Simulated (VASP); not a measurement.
C:

```
CELL_PARAMETERS angstrom
3.75460 0.00000 0.00000
0.00000 3.75460 0.00000
0.00000 0.00000 3.75460
ATOMIC_POSITIONS crystal
C 0.00000 0.00000 0.00000
C 0.50000 0.50000 0.50000
C 0.25000 0.00000 0.50000
C 0.75000 0.00000 0.50000
C 0.50000 0.25000 0.00000
C 0.50000 0.75000 0.00000
C 0.00000 0.50000 0.25000
C 0.00000 0.50000 0.75000
```

| Quantity | Value |
| --- | --- |
| Program | VASP 6.6.1 |
| Task | relaxation of cell and atoms |
| Functional | revPBE |
| Potentials or basis | VASP PAW PBE potentials, release 64 (C) |
| Cutoff | 600 eV |
| k mesh | 7 × 7 × 7 |
| Occupations | fermi-dirac, width 0.1 eV |
| Spin | no spin polarisation |

At the start: pressure 20.2 GPa; volume 6.62 Å³/atom.

Q: How do energy, volume and symmetry change on relaxing?

A: Over 3 steps the energy falls by 44.4 meV/atom and the volume is 7.38 Å³/atom (+11.6 %); space group Pm-3n (No. 223, to 0.05 Å).

Step by step:
```tsv
step	energy change (eV)	largest force (eV/Å)	pressure (GPa)	volume (Å³)
1	0.0000	0.0000	20.15	52.93
2	-0.3533	0.0000	-1.17	59.56
3	-0.3550	0.0000	0.04	59.07
```

Final structure:
```cif
data_structure
_symmetry_space_group_name_H-M 'P 1'
_symmetry_Int_Tables_number 1
_cell_length_a 3.8946
_cell_length_b 3.8946
_cell_length_c 3.8946
_cell_angle_alpha 90.000
_cell_angle_beta 90.000
_cell_angle_gamma 90.000
_cell_volume 59.07
loop_
_atom_site_label
_atom_site_type_symbol
_atom_site_fract_x
_atom_site_fract_y
_atom_site_fract_z
_atom_site_occupancy
C1 C 0.00000 0.00000 0.00000 1
C2 C 0.50000 0.50000 0.50000 1
C3 C 0.25000 0.00000 0.50000 1
C4 C 0.75000 0.00000 0.50000 1
C5 C 0.50000 0.25000 0.00000 1
C6 C 0.50000 0.75000 0.00000 1
C7 C 0.00000 0.50000 0.25000 1
C8 C 0.00000 0.50000 0.75000 1
```

Caveat: the PAW data sets were made with another functional, which shifts forces and pressure a little.
